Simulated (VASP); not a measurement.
A run of VASP 6.6.1:

INCAR

```
SYSTEM = Ag
ALGO     = Normal         ! electronic algorithm
EDIFF    = 1E-8           ! SCF threshold, eV
ENCUT    = 520            ! plane-wave cutoff, eV
GGA      = CA             ! functional
ISIF     = 2              ! what is computed and relaxed
ISMEAR   = -1             ! smearing method
LASPH    = .TRUE.         ! aspherical terms in the spheres
LCHARG   = .FALSE.        ! write CHGCAR
LEFG     = .TRUE.       
LREAL    = .FALSE.        ! projectors in reciprocal space
LWAVE    = .FALSE.        ! write WAVECAR
NBANDS   = 18             ! bands
NELM     = 80             ! most SCF steps
PREC     = Accurate       ! precision mode
SIGMA    = 0.05           ! smearing width, eV
```

The input KPOINTS:

```
k-points
0
G
  18 18 10
  0 0 0
```

The input POSCAR:

```
Ag
1.0
    2.9300000000      0.0000000000      0.0000000000
   -1.4650000000      2.5374544331      0.0000000000
    0.0000000000      0.0000000000      4.7900000000
Ag
2
Direct
    0.3333333333      0.6666666667      0.2500000000
    0.6666666667      0.3333333333      0.7500000000
```

Potentials or basis: VASP PAW LDA potentials, release 64 (Ag).

Launch:

```bash
$ cat potpaw_LDA.64/Ag/POTCAR > POTCAR
$ mpirun -np 1 vasp_std > vasp.out
```

Hardware: 1 thread of Intel(R) Xeon(R) 6975P-C (Granite Rapids), with other jobs on the host.

Question: How long does it take, and how much memory?

Answer: Wall time 33 s on 1 thread of Intel(R) Xeon(R) 6975P-C (Granite Rapids) (shared host), peak memory 0.22 GiB. Counts: scf iterations 12, k points 222.
